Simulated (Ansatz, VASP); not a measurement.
## One calculation of Pt, two programs

INCAR

```
ALGO     = Fast           # electronic algorithm
EDIFF    = 1E-6           # SCF threshold, eV
ENCUT    = 520            # plane-wave cutoff, eV
GGA      = PS             # functional
ISIF     = 2              # what is computed and relaxed
ISMEAR   = 0              # smearing method
LASPH    = T              # aspherical terms in the spheres
LCHARG   = T              # write CHGCAR
LELF     = T              # ELF
LREAL    = F              # projectors in reciprocal space
LVHAR    = T            
LWAVE    = F              # write WAVECAR
NBANDS   = 17             # bands
NELM     = 60             # most SCF steps
PREC     = Accurate       # precision mode
SIGMA    = 0.15           # smearing width, eV
```

The input KPOINTS:

```
k-points
0
Gamma
  18 18 10
```

The input POSCAR:

```
Pt
1.0
    2.9160000000      0.0000000000      0.0000000000
   -1.4580000000      2.5253300774      0.0000000000
    0.0000000000      0.0000000000      4.5500000000
Pt
2
Direct
    0.6666666667      0.3333333333      0.7500000000
    0.3333333333      0.6666666667      0.2500000000
```

Input for Ansatz:

```yaml
crystal:
  lattice:
    - [2.916, 0.0, 0.0]
    - [-1.458, 2.5253300774, 0.0]
    - [0.0, 0.0, 4.55]
  atoms:
    - { symbol: Pt, position: [0.6666666667, 0.3333333333, 0.75] }
    - { symbol: Pt, position: [0.3333333333, 0.6666666667, 0.25] }
basis:
  ecutwfc: 420
kpoints:
  mp_grid: { grid: [18, 18, 10] }
hamiltonian:
  xc: pbesol
scf:
  occupations: { method: gaussian, width: 0.15 }
output:
  forces: true
  stress: true
  eigenvalues: true
```

Alike in both runs: task single point; functional PBEsol; k mesh 18 × 18 × 10; occupations gaussian, width 0.15 eV; no spin polarisation.

|  | VASP | Ansatz |
| --- | --- | --- |
| version | VASP 6.6.1 | Ansatz 0.2.0 |
| potentials or method | VASP PAW PBE potentials, release 64 (Pt), cutoff 520 eV | scalar-relativistic, plane waves, PAW |
| valence electrons in the cell | 20 | 36 |

Ansatz gave:

```
gap on the k mesh at the Fermi level (eV)                     : none
pressure (GPa)                                                : -21.0
traceless stress, the component that is largest in VASP (GPa) : 4.30
```

Q: What did VASP give for the same quantities?

A: gap on the k mesh at the Fermi level (eV): none; pressure (GPa): -21.3; traceless stress, the component that is largest in VASP (GPa): 4.30.

VASP's potentials were made for PBE, not for PBEsol. A gap of «none» marks a metal or a gap that the smearing closes. VASP's potentials hold 20 valence electrons a cell and Ansatz's 36, so a difference there can come from the potentials and not from the codes.

Spin-orbit coupling is off throughout.
